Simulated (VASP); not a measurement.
# Mg (I4/mmm) in VASP: notebook

Mg is run at these levels: LDA; tasks: single point.

All numbers are computed with VASP 6.6.1; they aren't measurements. Logs are shortened: lines on timing, memory, paths and dates and some standing lists are left out, and cuts for length are marked.

**1. The cell of the first run**

It takes space group I4/mmm (No. 139, tetragonal). Conventional cell: a = 2.894 Å, b = 2.894 Å, c = 2.953 Å, α = 90.00°, β = 90.00°, γ = 90.00°. Within 3.3 Å of Mg (site symmetry 4/mmm) lie 14 Mg at 2.52 to 2.95 Å.

**2. Single point, LDA (equal xx and yy strain of -2 %)**

INCAR

```
PREC     = Accurate       # precision mode
ENCUT    = 520            # plane-wave cutoff, eV
EDIFF    = 1E-7           # SCF threshold, eV
ISMEAR   = -1             # smearing method
SIGMA    = 0.03           # smearing width, eV
LREAL    = False          # projectors in reciprocal space
LASPH    = True           # aspherical terms in the spheres
NELM     = 60             # most SCF steps
ALGO     = Normal         # electronic algorithm
ISIF     = 2              # what is computed and relaxed
LWAVE    = False          # write WAVECAR
LCHARG   = False          # write CHGCAR
GGA      = CA             # functional
NBANDS   = 7              # bands
```

KPOINTS

```
Automatic mesh
0
Gamma
  19 19 19
```

POSCAR

```
Mg
1.0
   -1.4469700000      1.4469700000      1.4765000000
    1.4469700000     -1.4469700000      1.4765000000
    1.4469700000      1.4469700000     -1.4765000000
Mg
1
Direct
    0.0000000000      0.0000000000      0.0000000000
```

Potentials or basis: VASP PAW LDA potentials, release 64 (Mg).

Run with:

```bash
$ cat potpaw_LDA.64/Mg/POTCAR > POTCAR
$ mpirun -np 1 vasp_std > vasp.out
```

OUTCAR:

```text
PREC = Accurate
   ENCUT = 520
   EDIFF = 1E-7
   ISMEAR = -1
   LREAL = False
   LASPH = True
   NELM = 60
   ISIF = 2
   GGA = CA

 ion  position               nearest neighbor table
   1  0.000  0.000  0.000-

  LATTYP: Found a body centered tetragonal cell.
 ALAT       =     2.8939400000
 C/A-ratio  =     1.0204081633

  Lattice vectors:

 A1 = (  -1.4469700000,   1.4469700000,   1.4765000000)
 A2 = (   1.4469700000,  -1.4469700000,   1.4765000000)
 A3 = (   1.4469700000,   1.4469700000,  -1.4765000000)

Analysis of symmetry for initial positions (statically):
=====================================================================
 Subroutine PRICEL returns:
 Original cell was already a primitive cell.

 Routine SETGRP: Setting up the symmetry group for a
 body centered tetragonal supercell.

 Subroutine GETGRP returns: Found 16 space group operations
 (whereof 16 operations were pure point group operations)
 out of a pool of 16 trial point group operations.

The static configuration has the point symmetry D_4h.

Analysis of symmetry for dynamics (positions and initial velocities):
=====================================================================
 Subroutine PRICEL returns:
 Original cell was already a primitive cell.

 Routine SETGRP: Setting up the symmetry group for a
 body centered tetragonal supercell.

 Subroutine GETGRP returns: Found 16 space group operations
 (whereof 16 operations were pure point group operations)
 out of a pool of 16 trial point group operations.

The dynamic configuration has the point symmetry D_4h.

 Subroutine INISYM returns: Found 16 space group operations
 (whereof 16 operations are pure point group operations),
 and found     1 'primitive' translations

----------------------------------------------------------------------------------------

                                     Primitive cell

  volume of cell :      12.3655

  direct lattice vectors                    reciprocal lattice vectors
    -1.446970000  1.446970000  1.476500000     0.000000000  0.345549666  0.338638673
     1.446970000 -1.446970000  1.476500000     0.345549666  0.000000000  0.338638673
     1.446970000  1.446970000 -1.476500000     0.345549666  0.345549666  0.000000000

  length of vectors
[... 72 lines left out ...]
   ISTART =      0    job   : 0-new  1-cont  2-samecut
   ICHARG =      2    charge: 1-file 2-atom 10-const
   ISPIN  =      1    spin polarized calculation?
   LNONCOLLINEAR =      F non collinear calculations
   LSORBIT =      F    spin-orbit coupling
   LASPH  =      T    aspherical Exc in radial PAW
   ENCUT  =  520.0 eV  38.22 Ry    6.18 a.u.   4.69  4.69  4.69*2*pi/ulx,y,z
   NELM   =     60;   NELMIN=  2; NELMDL= -5     # of ELM steps
   EDIFF  = 0.1E-06   stopping-criterion for ELM
   LREAL  =      F    real-space projection
   EDIFFG = 0.1E-05   stopping-criterion for IOM
   NSW    =      0    number of steps for IOM
   IBRION =     -1    ionic relax: 0-MD 1-quasi-New 2-CG
   NFREE  =      0    steps in history (QN), initial steepest desc. (CG)
   ISIF   =      2    stress and relaxation
   ISYM   =      2    0-nonsym 1-usesym 2-fastsym
   POTIM  = 0.5000    time-step for ionic-motion
   TEBEG  =    0.0;   TEEND  =   0.0 temperature during run
   PSTRESS=    0.0 pullay stress
   NELECT =       2.0000    total number of electrons
   NUPDOWN=      -1.0000    fix difference up-down
   EMIN   =  10.00;   EMAX   =-10.00  energy-range for DOS
   EFERMI =   0.00;   METHOD = LEGACY
   ISMEAR =    -1;   SIGMA  =   0.03  broadening in eV -4-tet -1-fermi 0-gaus
   EFERMI_NEDOS =   21; number of points for ismear=-14 and -15
   IALGO  =     38    algorithm
   IMIX   =      4    mixing-type and parameters
     AMIX     =   0.40;   BMIX     =  1.00
     AMIX_MAG =   1.60;   BMIX_MAG =  1.00
  volume/ion in A,a.u.               =      12.37        83.45
  Fermi-wavevector in a.u.,A,eV,Ry     =   0.891964  1.685568 10.824792  0.795600
  Thomas-Fermi vector in A             =   2.013852
   LORBIT       =      0    0 simple, 1 ext, 2 COOP (PROOUT), +10 PAW based schemes
   GGA     = CA    functional components
   LHFCALC =     F    Hartree Fock is set to
   AEXX    =    0.0000 exact exchange contribution
   IVDW    =     0    specifies the selected vdW correction
   LEPSILON=     F    determine dielectric tensor
   LRPA    =     F    only Hartree local field effects (RPA)
 non-spin polarized calculation
  energy-cutoff  :      520.00
  volume of cell :       12.37
 maximum number of plane-waves:       352
   NGX =  9   NGY =  9   NGZ =  9

 number of electron       2.0000000 magnetization

 Free energy of the ion-electron system (eV)
  ---------------------------------------------------
  ext. energy  EPLUGINS =         0.00000000
  ---------------------------------------------------
  free energy    TOTEN  =        -0.61429681 eV

  energy without entropy =       -0.61346083  energy(sigma->0) =       -0.61387882

 E-fermi :   6.7619     XC(G=0): -10.9237

 val. band max:        6.7611085081   @ k =   0.3684   0.1053   0.1053
 cond. band min:       6.7776009663   @ k =  -0.4211  -0.4737   0.0526
 fundamental gap:      0.0164924582
 Fermi energy:         6.7619391675

 k-point     1 :       0.0000    0.0000    0.0000
  band No.  band energies     occupation
      1      -3.3047      2.00000
      2      24.1467      0.00000
      3      24.1467      0.00000
      4      24.7430      0.00000
      5      26.9356      0.00000
      6      27.6129      0.00000
      7      28.9700      0.00000
[... 221 lines left out ...]
 k-point    24 :      -0.2632    0.0526    0.0000
  band No.  band energies     occupation
      1      -1.2658      2.00000
      2      14.9889      0.00000
      3      19.4447      0.00000
      4      22.8947      0.00000
      5      24.0160      0.00000
      6      26.1286      0.00000
      7      30.8590      0.00000

 [... further k-points ...]
[... 5 lines left out ...]
  --------------------------------------------------------------------------------------
  -------------------------------------------------------------------------------------
  Total        5.0455006      5.0455006      5.0341595      0.0000000      0.0000000      0.0000000
  in kB      653.7359212    653.7359212    652.2664737      0.0000000      0.0000000      0.0000000
  external PRESSURE =     653.2461054 kB  Pullay stress =       0.0000000 kB

 VOLUME and BASIS-vectors are now :
 -----------------------------------------------------------------------------
  energy-cutoff  :      520.00
  volume of cell :       12.37
      direct lattice vectors                 reciprocal lattice vectors
    -1.446970000  1.446970000  1.476500000     0.000000000  0.345549666  0.338638673
     1.446970000 -1.446970000  1.476500000     0.345549666  0.000000000  0.338638673
     1.446970000  1.446970000 -1.476500000     0.345549666  0.345549666  0.000000000

 POSITION                                       TOTAL-FORCE (eV/Angst)
 -----------------------------------------------------------------------------------
      0.00000      0.00000      0.00000        -0.000000      0.000000      0.000000
 -----------------------------------------------------------------------------------
    total drift:                                0.000000      0.000000     -0.000000

  FREE ENERGIE OF THE ION-ELECTRON SYSTEM (eV)
  ---------------------------------------------------
  free  energy   TOTEN  =        -0.6142968128 eV

  energy  without entropy=       -0.6134608343  energy(sigma->0) =       -0.61387882
```

OSZICAR:

```text
N       E                     dE             d eps       ncg     rms          rms(c)
DAV:   1     0.278514347448E+00    0.27851E+00   -0.96266E+02  8890   0.207E+02
DAV:   2    -0.665193170070E+00   -0.94371E+00   -0.91973E+00 10731   0.148E+01
DAV:   3    -0.667376826374E+00   -0.21837E-02   -0.21833E-02  8939   0.789E-01
DAV:   4    -0.667379136531E+00   -0.23102E-05   -0.23104E-05 11088   0.195E-02
DAV:   5    -0.667379139133E+00   -0.26027E-08   -0.32136E-08  9198   0.503E-04    0.770E-01
DAV:   6    -0.634230213210E+00    0.33149E-01   -0.47519E-04  8673   0.138E-01    0.491E-01
DAV:   7    -0.614507670334E+00    0.19723E-01   -0.11306E-03  8197   0.215E-01    0.202E-02
DAV:   8    -0.614312254675E+00    0.19542E-03   -0.28740E-05  9702   0.336E-02    0.616E-03
DAV:   9    -0.614297443934E+00    0.14811E-04   -0.59535E-06  8757   0.148E-02    0.775E-04
DAV:  10    -0.614296840054E+00    0.60388E-06   -0.79903E-08  8792   0.176E-03    0.169E-04
DAV:  11    -0.614296812772E+00    0.27282E-07   -0.50421E-09  4592   0.465E-04
   1 F= -.61429681E+00 E0= -.61387882E+00  d E =-.835978E-03
```

stdout:

```text
POSCAR found type information on POSCAR Mg
 POSCAR found :  1 types and       1 ions
 scaLAPACK will be used
 LDA part: xc-table for (Slater(with rela. corr.)+CA(PZ))
 , standard interpolation
 POSCAR, INCAR and KPOINTS ok, starting setup
 FFT: planning ... GRIDC
 FFT: planning ... GRID_SOFT
 FFT: planning ... GRID
 WAVECAR not read
 entering main loop
```

It took 21 s on 1 thread of Intel Xeon Platinum 8488C (Sapphire Rapids), shared host; peak memory 0.16 GiB.

What came out:

| Quantity | Value |
| --- | --- |
| Free energy | -0.6143 eV |
| Pressure | 65.3 GPa |
| Band gap on the k mesh | zero (bands 1 and 2 overlap by 4.36 eV) |

Stress tensor (GPa, compression positive):
```
65.37  0.00  0.00
 0.00 65.37  0.00
 0.00  0.00 65.23
```

Caveat: the cell differs from its parent crystal (equal xx and yy strain of -2 %); the cell stands under pressure.

**3. Single point, LDA (equal xx and yy strain of -1 %)**

INCAR

```
PREC = Accurate ; ENCUT = 520
EDIFF = 1E-6 ; ISMEAR = -1
SIGMA = 0.03 ; LREAL = F
LASPH = T ; NELM = 100
ALGO = Normal ; ISIF = 2
LWAVE = F ; LCHARG = F
GGA = CA ; NBANDS = 7
```

KPOINTS is that of step 2.

POSCAR

```
Mg
1.0
   -1.4617350000      1.4617350000      1.4765000000
    1.4617350000     -1.4617350000      1.4765000000
    1.4617350000      1.4617350000     -1.4765000000
Mg
1
Direct
    0.0000000000      0.0000000000      0.0000000000
```

Potentials or basis: VASP PAW LDA potentials, release 64 (Mg).

Run with:

```bash
$ cat potpaw_LDA.64/Mg/POTCAR > POTCAR
$ mpirun -np 1 vasp_std > vasp.out
```

Wall time 19 s (1 thread of Intel Xeon Platinum 8488C (Sapphire Rapids), shared host); peak memory 0.16 GiB.

It converged, with:

| Item | Value |
| --- | --- |
| Free energy | -0.7138 eV |
| Pressure | 60.5 GPa |
| Band gap on the k mesh | zero (bands 1 and 2 overlap by 4.31 eV) |

Levels at points of the mesh, in eV from the Fermi level:
| k point | band 1 | band 2 | band 3 | band 4 | band 5 |
| --- | --- | --- | --- | --- | --- |
| (0.00, 0.00, 0.00) | -9.96 | 17.30 | 17.30 | 17.59 | 20.12 |

Caveat: the cell differs from its parent crystal (equal xx and yy strain of -1 %); the cell stands under pressure.

(Part 1 of 2 ends here.)

The gap in the log of VASP goes by the Fermi energy; the results here count the filled bands.